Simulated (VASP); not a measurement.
# CsB3N3 (P-62m) in VASP: single point with PBE

Aim: the single point of CsB3N3 with PBE.

Everything below comes from runs of VASP 6.6.1. Logs are shortened: lines on timing, memory, paths and dates and some standing lists are left out, and cuts for length are marked.

### 1 The cell of the first run

Symmetry: P-62m, No. 189, hexagonal system. The conventional cell has a = 4.369 Å, b = 4.369 Å, c = 9.624 Å, α = 90.00°, β = 90.00°, γ = 120.00°. Cs (site symmetry -62m) has 6 Cs at 4.37 Å and 14 B at 4.81 to 5.43 Å and 12 N at 5.03 to 5.62 Å within 5.7 Å. B (site symmetry -6) has 3 N at 1.46 Å within 1.9 Å. B (site symmetry -62m) has 3 N at 1.46 Å within 1.9 Å. Within 1.9 Å of N (site symmetry m2m) lie 3 B at 1.46 Å.

### 2 Single point, PBE

POSCAR

```
CsB3N3
1.0
    4.3687681243      0.0000000289      0.0000000000
   -2.1843840872      3.7834641645      0.0000000000
    0.0000000000      0.0000000000      9.6235864000
Cs B N
1 3 3
Direct
    0.0000000000      0.0000000000      0.5000000000
    0.3333333333      0.6666666667      0.0000000000
    0.6666666667      0.3333333333      0.0000000000
    0.0000000000      0.0000000000      0.0000000000
    0.3332810000      0.0000000000      0.0000000000
    0.0000000000      0.3332810000      0.0000000000
    0.6667190000      0.6667190000      0.0000000000
```

INCAR.step1

```
PREC     = Accurate       # precision mode
ENCUT    = 520            # plane-wave cutoff, eV
EDIFF    = 1E-6           # SCF threshold, eV
ISMEAR   = 0              # smearing method
SIGMA    = 0.1            # smearing width, eV
LREAL    = False          # projectors in reciprocal space
LASPH    = True           # aspherical terms in the spheres
NELM     = 80             # most SCF steps
ALGO     = Fast           # electronic algorithm
ISIF     = 2              # what is computed and relaxed
LWAVE    = False          # write WAVECAR
LCHARG   = True           # write CHGCAR
GGA      = PE             # functional
NBANDS   = 26             # bands
```

KPOINTS.step1

```
Automatic mesh
0
Gamma
  12 12 4
```

INCAR.step2

```
PREC     = Accurate       # precision mode
ENCUT    = 520            # plane-wave cutoff, eV
EDIFF    = 1E-6           # SCF threshold, eV
ISMEAR   = -5             # smearing method
SIGMA    = 0.1            # smearing width, eV
LREAL    = False          # projectors in reciprocal space
LASPH    = True           # aspherical terms in the spheres
NELM     = 80             # most SCF steps
ALGO     = Fast           # electronic algorithm
ISIF     = 2              # what is computed and relaxed
LWAVE    = False          # write WAVECAR
LCHARG   = False          # write CHGCAR
GGA      = PE             # functional
LORBIT   = 10             # projections on sites
NEDOS    = 1001           # points of the DOS
ICHARG   = 11             # starting density
```

KPOINTS.step2

```
Automatic mesh
0
Gamma
  18 18 6
```

Potentials or basis: VASP PAW PBE potentials, release 64 (Cs_sv, B, N).

Command:

```sh
$ cat potpaw_PBE.64/Cs_sv/POTCAR potpaw_PBE.64/B/POTCAR potpaw_PBE.64/N/POTCAR > POTCAR
$ cp INCAR.step1 INCAR
$ cp KPOINTS.step1 KPOINTS
$ mpirun -np 1 vasp_std > vasp.out
$ cp INCAR.step2 INCAR
$ cp KPOINTS.step2 KPOINTS
$ mpirun -np 1 vasp_std > vasp.out
```

OUTCAR:

```text
PREC = Accurate
   ENCUT = 520
   EDIFF = 1E-6
   ISMEAR = -5
   LREAL = False
   LASPH = True
   NELM = 80
   ISIF = 2
   GGA = PE
   LORBIT = 10
   ICHARG = 11

 ion  position               nearest neighbor table
   1  0.000  0.000  0.500-
   2  0.333  0.667  0.000-   5 1.46   6 1.46   7 1.46
   3  0.667  0.333  0.000-   6 1.46   5 1.46   7 1.46
   4  0.000  0.000  0.000-   5 1.46   7 1.46   6 1.46
   5  0.333  0.000  0.000-   4 1.46   2 1.46   3 1.46
   6  0.000  0.333  0.000-   4 1.46   3 1.46   2 1.46
   7  0.667  0.667  0.000-   4 1.46   2 1.46   3 1.46

  LATTYP: Found a hexagonal cell.
 ALAT       =     4.3687681243
 C/A-ratio  =     2.2028146439

  Lattice vectors:

 A1 = (   4.3687681243,   0.0000000289,   0.0000000000)
 A2 = (  -2.1843840872,   3.7834641645,   0.0000000000)
 A3 = (   0.0000000000,   0.0000000000,   9.6235864000)

Analysis of symmetry for initial positions (statically):
=====================================================================
 Subroutine PRICEL returns:
 Original cell was already a primitive cell.

 Routine SETGRP: Setting up the symmetry group for a
 hexagonal supercell.

 Subroutine GETGRP returns: Found 12 space group operations
 (whereof 12 operations were pure point group operations)
 out of a pool of 24 trial point group operations.

The static configuration has the point symmetry D_3h.

Analysis of symmetry for dynamics (positions and initial velocities):
=====================================================================
 Subroutine PRICEL returns:
 Original cell was already a primitive cell.

 Routine SETGRP: Setting up the symmetry group for a
 hexagonal supercell.

 Subroutine GETGRP returns: Found 12 space group operations
 (whereof 12 operations were pure point group operations)
 out of a pool of 24 trial point group operations.

The dynamic configuration has the point symmetry D_3h.

 Subroutine INISYM returns: Found 12 space group operations
 (whereof 12 operations are pure point group operations),
 and found     1 'primitive' translations

----------------------------------------------------------------------------------------

                                     Primitive cell

  volume of cell :     159.0690

  direct lattice vectors                    reciprocal lattice vectors
     4.368768124  0.000000029  0.000000000     0.228897476  0.132154021  0.000000000
    -2.184384087  3.783464164  0.000000000    -0.000000002  0.264308040  0.000000000
     0.000000000  0.000000000  9.623586400     0.000000000  0.000000000  0.103911365

  length of vectors
     4.368768124  4.368768124  9.623586400     0.264308040  0.264308040  0.103911365

  position of ions in fractional coordinates (direct lattice)
     0.000000000  0.000000000  0.500000000
     0.333333333  0.666666667  0.000000000
     0.666666667  0.333333333  0.000000000
     0.000000000  0.000000000  0.000000000
     0.333281000  1.000000000  0.000000000
     0.000000000  0.333281000  0.000000000
     0.666719000  0.666719000  0.000000000

  ion indices of the primitive-cell ions
   primitive index   ion index
                 1           1
                 2           2
                 3           3
                 4           4
                 5           5
                 6           6
                 7           7

----------------------------------------------------------------------------------------

 KPOINTS: Automatic mesh

Automatic generation of k-mesh.
 Grid dimensions read from file:
 generate k-points for:   18   18    6

 Generating k-lattice:

  Cartesian coordinates                     Fractional coordinates (reciprocal lattice)
     0.012716526  0.007341890  0.000000000     0.055555556  0.000000000  0.000000000
    -0.000000000  0.014683780  0.000000000    -0.000000000  0.055555556  0.000000000
     0.000000000  0.000000000  0.017318561     0.000000000  0.000000000  0.166666667

  Length of vectors
     0.014683780  0.014683780  0.017318561

  Shift w.r.t. Gamma in fractional coordinates (k-lattice)
     0.000000000  0.000000000  0.000000000

 TETIRR: Found   1977 inequivalent tetrahedra from    11664

 Subroutine IBZKPT returns following result:
 ===========================================

 Found    148 irreducible k-points:

 Following reciprocal coordinates:
            Coordinates               Weight
  0.000000  0.000000  0.000000      1.000000
  0.055556  0.000000  0.000000      6.000000
  0.111111  0.000000  0.000000      6.000000
  0.166667  0.000000  0.000000      6.000000
  0.222222  0.000000  0.000000      6.000000
  0.277778  0.000000  0.000000      6.000000
[... 16 lines left out ...]
  0.333333  0.111111  0.000000     12.000000
  0.388889  0.111111  0.000000     12.000000
 [... further k-points ...]
   k-points           NKPTS =    148   k-points in BZ     NKDIM =    148   number of bands    NBANDS=     20
   number of dos      NEDOS =   1001   number of ions     NIONS =      7
   total plane-waves  NPLWV =  73728
   dimension x,y,z NGX =    32 NGY =   32 NGZ =   72
   dimension x,y,z NGXF=    64 NGYF=   64 NGZF=  144
   ions per type =               1   3   3
   NGX,Y,Z   is equivalent  to a cutoff of  12.18, 12.18, 12.44 a.u.
   NGXF,Y,Z  is equivalent  to a cutoff of  24.35, 24.35, 24.88 a.u.
 SYSTEM =  unknown system
   PREC   = accura    normal or accurate (medium, high low for compatibility)
   ISTART =      0    job   : 0-new  1-cont  2-samecut
   ICHARG =     11    charge: 1-file 2-atom 10-const
   ISPIN  =      1    spin polarized calculation?
   LNONCOLLINEAR =      F non collinear calculations
   LSORBIT =      F    spin-orbit coupling
   LASPH  =      T    aspherical Exc in radial PAW
   ENCUT  =  520.0 eV  38.22 Ry    6.18 a.u.   8.12  8.12 17.89*2*pi/ulx,y,z
   NELM   =     80;   NELMIN=  2; NELMDL=  0     # of ELM steps
   EDIFF  = 0.1E-05   stopping-criterion for ELM
   LREAL  =      F    real-space projection
   EDIFFG = 0.1E-04   stopping-criterion for IOM
   NSW    =      0    number of steps for IOM
   IBRION =     -1    ionic relax: 0-MD 1-quasi-New 2-CG
   NFREE  =      0    steps in history (QN), initial steepest desc. (CG)
   ISIF   =      2    stress and relaxation
   ISYM   =      2    0-nonsym 1-usesym 2-fastsym
   POTIM  = 0.5000    time-step for ionic-motion
   TEBEG  =    0.0;   TEEND  =   0.0 temperature during run
   PSTRESS=    0.0 pullay stress
   NELECT =      33.0000    total number of electrons
   NUPDOWN=      -1.0000    fix difference up-down
   EMIN   =  10.00;   EMAX   =-10.00  energy-range for DOS
   EFERMI =   0.00;   METHOD = LEGACY
   ISMEAR =    -5;   SIGMA  =   0.10  broadening in eV -4-tet -1-fermi 0-gaus
   EFERMI_NEDOS =   21; number of points for ismear=-14 and -15
   IALGO  =     68    algorithm
   IMIX   =      4    mixing-type and parameters
     AMIX     =   0.40;   BMIX     =  1.00
     AMIX_MAG =   1.60;   BMIX_MAG =  1.00
  volume/ion in A,a.u.               =      22.72       153.35
  Fermi-wavevector in a.u.,A,eV,Ry     =   0.969135  1.831400 12.778900  0.939223
  Thomas-Fermi vector in A             =   2.099162
   LORBIT       =     10    0 simple, 1 ext, 2 COOP (PROOUT), +10 PAW based schemes
   GGA     = PE    functional components
   LHFCALC =     F    Hartree Fock is set to
   AEXX    =    0.0000 exact exchange contribution
   IVDW    =     0    specifies the selected vdW correction
   LEPSILON=     F    determine dielectric tensor
   LRPA    =     F    only Hartree local field effects (RPA)
 non-spin polarized calculation
 RMM-DIIS sequential band-by-band and
 Fermi weights with tetrahedron method with Bloechl corrections
  energy-cutoff  :      520.00
  volume of cell :      159.07
 maximum number of plane-waves:      4308

 number of electron      32.9999997 magnetization

 Free energy of the ion-electron system (eV)
  ---------------------------------------------------
  ext. energy  EPLUGINS =         0.00000000
  ---------------------------------------------------
  free energy    TOTEN  =       -53.20714525 eV

  energy without entropy =      -53.20714525  energy(sigma->0) =      -53.20714525

 E-fermi :   2.8079     XC(G=0):  -7.0725

 val. band max:        2.8014615957   @ k =   0.3889   0.0556   0.0000
 cond. band min:       2.7979834970   @ k =   0.5000   0.0000   0.3333
 fundamental gap:     -0.0034780987
 Fermi energy:         2.8079448430

 k-point     1 :       0.0000    0.0000    0.0000
  band No.  band energies     occupation
      1     -21.3993      2.00000
      2     -18.6367      2.00000
      3     -15.0521      2.00000
      4     -15.0521      2.00000
      5      -8.8831      2.00000
      6      -8.8831      2.00000
[... 12 lines left out ...]
     19       3.4970      0.00000
     20       3.5322      0.00000

 k-point     2 :       0.0556    0.0000    0.0000
  band No.  band energies     occupation
      1     -21.3971      2.00000
      2     -18.6171      2.00000
      3     -15.0837      2.00000
      4     -15.0785      2.00000
      5      -8.9714      2.00000
      6      -8.9408      2.00000
[... 12 lines left out ...]
     19       3.5310      0.00000
     20       3.5687      0.00000
[... 465 lines left out ...]
      3     -16.4768      2.00000
      4     -15.7298      2.00000
      5      -9.5744      2.00000
      6      -8.5097      2.00000
[... 12 lines left out ...]
     19       3.9667      0.00000
     20       4.0331      0.00000

 k-point    24 :       0.3889    0.1111    0.0000
  band No.  band energies     occupation
      1     -21.3260      2.00000
      2     -17.3923      2.00000
      3     -16.7947      2.00000
      4     -15.7697      2.00000
      5      -9.6179      2.00000
      6      -8.5619      2.00000
[... 12 lines left out ...]
     19       3.9522      0.00000
     20       4.2964      0.00000

 [... further k-points ...]
[... 5 lines left out ...]
  --------------------------------------------------------------------------------------
  -------------------------------------------------------------------------------------
  Total        0.1098202      0.1098202     -0.1222898     -0.0000000      0.0000000      0.0000000
  in kB        1.1061326      1.1061326     -1.2317293     -0.0000000      0.0000000      0.0000000
  external PRESSURE =       0.3268453 kB  Pullay stress =       0.0000000 kB

 VOLUME and BASIS-vectors are now :
 -----------------------------------------------------------------------------
  energy-cutoff  :      520.00
  volume of cell :      159.07
      direct lattice vectors                 reciprocal lattice vectors
     4.368768124  0.000000029  0.000000000     0.228897476  0.132154021  0.000000000
    -2.184384087  3.783464164  0.000000000    -0.000000002  0.264308040  0.000000000
     0.000000000  0.000000000  9.623586400     0.000000000  0.000000000  0.103911365

 POSITION                                       TOTAL-FORCE (eV/Angst)
 -----------------------------------------------------------------------------------
      0.00000      0.00000      4.81179        -0.000000      0.000000      0.000000
     -0.00000      2.52231      0.00000        -0.000000     -0.000000      0.000000
      2.18438      1.26115      0.00000         0.000000      0.000000      0.000000
      0.00000      0.00000      0.00000        -0.000000      0.000000      0.000000
      1.45603      0.00000      0.00000         0.000052      0.000000     -0.000000
     -0.72801      1.26096      0.00000        -0.000026      0.000045      0.000000
      1.45637      2.52251      0.00000        -0.000026     -0.000045     -0.000000
 -----------------------------------------------------------------------------------
    total drift:                               -0.000008     -0.000013      0.000002

  FREE ENERGIE OF THE ION-ELECTRON SYSTEM (eV)
  ---------------------------------------------------
  free  energy   TOTEN  =       -53.2071452544 eV

  energy  without entropy=      -53.2071452544  energy(sigma->0) =      -53.20714525

 total charge

# of ion       s       p       d       tot
------------------------------------------
    1        1.870   4.652   0.027   6.550
    2        0.735   1.396   0.000   2.131
    3        0.735   1.396   0.000   2.131
    4        0.735   1.398   0.000   2.133
    5        1.223   2.775   0.000   3.998
    6        1.223   2.775   0.000   3.998
    7        1.223   2.775   0.000   3.998
--------------------------------------------------
tot          7.744  17.167   0.027  24.938
```

Wall time 12 min (1 thread of Oxide Virtual Turin-like, shared host); peak memory 0.54 GiB.

What came out:

```yaml
Valence_electrons_inside_the_program's_atomic_spheres: Cs 6.55; B 2.13; N 4.00
```

Caveat: spin-orbit coupling is left out, which moves the levels of the heavy elements.
